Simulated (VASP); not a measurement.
Input of a VASP 6.6.1 run:

INCAR

```
ALGO = Normal ; EDIFF = 1E-6
EDIFFG = -0.04 ; ENCUT = 600
GGA = PE ; IBRION = 2
ISIF = 3 ; ISMEAR = 0
LASPH = True ; LCHARG = False
LREAL = False ; LWAVE = False
NELM = 100 ; NSW = 90
PREC = Accurate ; SIGMA = 0.1
```

KPOINTS

```
k-points
0
Gamma
  4 4 2
```

The input POSCAR:

```
Ge2Sb3Se
1.0
    4.3196536000      0.0000000000      0.0000000000
    0.0000000000      4.3196536000      0.0000000000
    0.0000000000      0.0000000000      8.0842884100
Ge Sb Se
2 3 1
Direct
    0.0000000000      0.5000000000      0.5000000000
    0.5000000000      0.0000000000      0.5000000000
    0.5000000000      0.5000000000      0.5000000000
    0.0000000000      0.5000000000      0.0000000000
    0.5000000000      0.0000000000      0.0000000000
    0.5000000000      0.5000000000      0.0000000000
```

Potentials or basis: VASP PAW PBE potentials, release 64 (Ge_d, Sb, Se).

Launch:

```sh
$ cat potpaw_PBE.64/Ge_d/POTCAR potpaw_PBE.64/Sb/POTCAR potpaw_PBE.64/Se/POTCAR > POTCAR
$ mpirun -np 1 vasp_std > vasp.out
```

(1) Estimate the band gap on the k mesh.

(2) Predict the space group after relaxing (to 0.1 Å).

Results:

(1) zero (an odd number of electrons rules out a gap without spin polarisation).

(2) P4/mmm (No. 123).

Caveat: spin-orbit coupling is left out, which moves the levels of the heavy elements.
